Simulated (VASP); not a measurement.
A run of VASP 6.6.1:

File INCAR:

```
SYSTEM = Al
PREC     = Accurate       ! precision mode
ENCUT    = 520            ! plane-wave cutoff, eV
EDIFF    = 1E-6           ! SCF threshold, eV
ISMEAR   = 0              ! smearing method
SIGMA    = 0.15           ! smearing width, eV
LREAL    = .FALSE.        ! projectors in reciprocal space
LASPH    = .TRUE.         ! aspherical terms in the spheres
NELM     = 100            ! most SCF steps
ALGO     = Fast           ! electronic algorithm
ISIF     = 2              ! what is computed and relaxed
LWAVE    = .FALSE.        ! write WAVECAR
LCHARG   = .TRUE.         ! write CHGCAR
GGA      = PE             ! functional
IVDW     = 12             ! dispersion correction
LELF     = .TRUE.         ! ELF
LVHAR    = .TRUE.       
NBANDS   = 14             ! bands
```

Contents of KPOINTS:

```
Automatic mesh
0
G
  18 18 4
  0 0 0
```

File POSCAR:

```
Al
1.0
    2.8144222650      0.0000000000      0.0000000000
   -1.4072111325      2.4373611785      0.0000000000
    0.0000000000      0.0000000000      9.2410470710
Al
4
Direct
    0.0000000000      0.0000000000      0.0000000000
    0.2758941646      0.5517883292      0.2045506048
    0.0000000000      0.0000000000      0.5000000000
    0.6666666667      0.3333333333      0.7500000000
```

Potentials or basis: VASP PAW PBE potentials, release 64 (Al).

Launch:

```sh
$ cat potpaw_PBE.64/Al/POTCAR > POTCAR
$ mpirun -np 1 vasp_std > vasp.out
```

Hardware: 1 thread of Intel(R) Xeon(R) 6975P-C (Granite Rapids), on a shared host.

Task: How long does it take, and how much memory?

Result: Wall time 120 s on 1 thread of Intel(R) Xeon(R) 6975P-C (Granite Rapids) (shared host), peak memory 0.36 GiB. Counts: scf iterations 13, k points 353.
